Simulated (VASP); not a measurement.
Wanted: the native input for a VASP 6.6.1 run.

- Task: relaxation of cell and atoms
- Functional: LDA
- Potentials or basis: VASP PAW LDA potentials, release 64 (In_d, As)
- Cutoff: 500 eV
- k mesh: 12 × 12 × 12
- Occupations: gaussian, width 0.1 eV
- Spin: no spin polarisation
- Dipole correction: no
- Further INCAR settings: ALGO = Normal; EDIFF = 1e-07; IBRION = 2; EDIFFG = -0.005; NSW = 100; ISIF = 3

The structure of InAs lies in POSCAR:

```
InAs
1.0
    0.0000000000      2.8773040000      2.8773040000
    2.8773040000      0.0000000000      2.8773040000
    2.8773040000      2.8773040000      0.0000000000
In As
1 1
Direct
    0.5000000000      0.5000000000      0.5000000000
    0.0000000000      0.0000000000      0.0000000000
```

One way to write it, as run:

INCAR

```
SYSTEM = InAs
PREC = Accurate ; ENCUT = 500
EDIFF = 1E-7 ; ISMEAR = 0
SIGMA = 0.1 ; LREAL = .False.
LASPH = .True. ; NELM = 120
ALGO = Normal ; ISIF = 3
LWAVE = .False. ; LCHARG = .False.
GGA = CA ; IBRION = 2
NSW = 100 ; EDIFFG = -0.005
GGA_COMPAT = .False. ; NELMIN = 4
```

KPOINTS

```
regular mesh
0
Gamma
  12 12 12
  0 0 0
```

Potentials or basis: VASP PAW LDA potentials, release 64 (In_d, As).

Launch:

```sh
$ cat potpaw_LDA.64/In_d/POTCAR potpaw_LDA.64/As/POTCAR > POTCAR
$ mpirun -np 1 vasp_std > vasp.out
```

Results of the run:

```
Relaxed volume                         : 22.03 Å³/atom
Relaxed cell                           : a = 3.964 Å, b = 3.964 Å, c = 3.964 Å, α = 60.00°, β = 60.00°, γ = 60.00°
Space group after relaxing (to 0.05 Å) : Fm-3m (No. 225)
Energy gained by relaxing              : 30.0 meV/atom
Ionic steps                            : 3
Pressure after relaxing                : 0.0 GPa
Band gap on the k mesh                 : zero (band 9 reaches 7.09 eV, above the bottom of band 10 at 4.19 eV)
```

Caveat: spin-orbit coupling is left out, which moves the levels of the heavy elements.

Wall time 95 s on 1 thread of Intel Xeon 6975P-C, with other jobs on the host, peak memory 0.19 GiB.
